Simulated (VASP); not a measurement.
Runs of VASP 6.6.1 on Bi2Mo. The structure is that of space group Fm-3m (No. 225), or close to it. The cells are those of the table. 

```tsv
task	spin	cell	cutoff (eV)	gap on the mesh (eV)	pressure (GPa)
single point	off	a = 4.847 Å, angles 60.0°, 3 atoms	520	none	0.0
relaxation of cell and atoms	off	relaxed from a = 4.747 Å, angles 60.0°, 3 atoms	600	none	0.0
single point	collinear, ferromagnetic start	a = 4.847 Å, angles 60.0°, 3 atoms	520	none	(a)
single point	off	a = 4.747 Å, angles 60.0°, 3 atoms	520	none	5.1
```

Alike in all rows: level PBE; potentials or basis VASP PAW PBE potentials, release 64 (Bi_d, Mo_sv); k mesh 4 × 4 × 4; smearing gaussian 0.1 eV.

Estimate the missing entries.

(a) 2.8.

Caveats: all runs use coarse meshes; spin-orbit coupling is left out, which moves the levels of the heavy elements.

A k mesh can miss the band edges, and the runs leave out spin-orbit coupling on Bi, Mo.

A gap of «none» marks levels without a gap at the run's occupations.
